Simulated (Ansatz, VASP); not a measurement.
**BC2: VASP beside Ansatz**

File INCAR:

```
PREC     = Accurate       # precision mode
ENCUT    = 600            # plane-wave cutoff, eV
EDIFF    = 1E-7           # SCF threshold, eV
ISMEAR   = 0              # smearing method
SIGMA    = 0.1            # smearing width, eV
LREAL    = F              # projectors in reciprocal space
LASPH    = T              # aspherical terms in the spheres
NELM     = 100            # most SCF steps
ALGO     = Normal         # electronic algorithm
ISIF     = 3              # what is computed and relaxed
LWAVE    = F              # write WAVECAR
LCHARG   = F              # write CHGCAR
GGA      = PE             # functional
IBRION   = 2              # ionic algorithm
NSW      = 90             # ionic steps
EDIFFG   = -0.04          # ionic threshold
```

Contents of KPOINTS:

```
Automatic mesh
0
Gamma
  6 6 6
```

The input POSCAR:

```
BC2
1.0
    2.9977642700      0.0000000000      0.0000000000
    0.0000000000      2.9977642700      0.0000000000
    0.0000000000      0.0000000000      3.2680188000
B C
2 4
Direct
    0.5000000000      0.5000000000      0.7500000000
    0.5000000000      0.5000000000      0.2500000000
    0.5000000000      0.0000000000      0.7072967400
    0.0000000000      0.5000000000      0.7927032600
    0.0000000000      0.5000000000      0.2072967400
    0.5000000000      0.0000000000      0.2927032600
```

Input for Ansatz:

```yaml
crystal:
  lattice:
    - [2.99776427, 0.0, 0.0]
    - [0.0, 2.99776427, 0.0]
    - [0.0, 0.0, 3.2680188]
  atoms:
    - { symbol: B, position: [0.5, 0.5, 0.75] }
    - { symbol: B, position: [0.5, 0.5, 0.25] }
    - { symbol: C, position: [0.5, 0.0, 0.70729674] }
    - { symbol: C, position: [0.0, 0.5, 0.79270326] }
    - { symbol: C, position: [0.0, 0.5, 0.20729674] }
    - { symbol: C, position: [0.5, 0.0, 0.29270326] }
basis:
  ecutwfc: 420
kpoints:
  mp_grid: { grid: [6, 6, 6] }
hamiltonian:
  xc: pbe
scf:
  occupations: { method: gaussian, width: 0.1 }
  lower_state_search: "off"
output:
  forces: true
  stress: true
  eigenvalues: true
relax:
  adjacent_minimum: "off"
  f_tol: 0.04
  max_steps: 70
  cell: { stress_tol: 0.4 }
```

Alike in both runs: task relaxation of cell and atoms; functional PBE; k mesh 6 × 6 × 6; occupations gaussian, width 0.1 eV; no spin polarisation.

|  | VASP | Ansatz |
| --- | --- | --- |
| version | VASP 6.6.1 | Ansatz 0.2.0 |
| potentials or method | VASP PAW PBE potentials, release 64 (B, C), cutoff 600 eV | scalar-relativistic, plane waves, PAW |
| valence electrons in the cell | 22 | 22 |

Ansatz gave:

- gap on the k mesh at the Fermi level, each at its own relaxed structure (eV): none
- relaxed volume (Å³/atom): 7.76
- relaxed cell length with the largest relative difference (Å): 6.482

Question: Which values does VASP return?

Answer: gap on the k mesh at the Fermi level, each at its own relaxed structure (eV): none; relaxed volume (Å³/atom): 7.59; relaxed cell length with the largest relative difference (Å): 5.773.

A gap of «none» marks a metal or a gap that the smearing closes. One of these differences is far larger than is usual between the two programs; its cause wasn't traced.

Noted on VASP's run: the volume moved by over 15 % at a fixed basis, so the end points are rough.
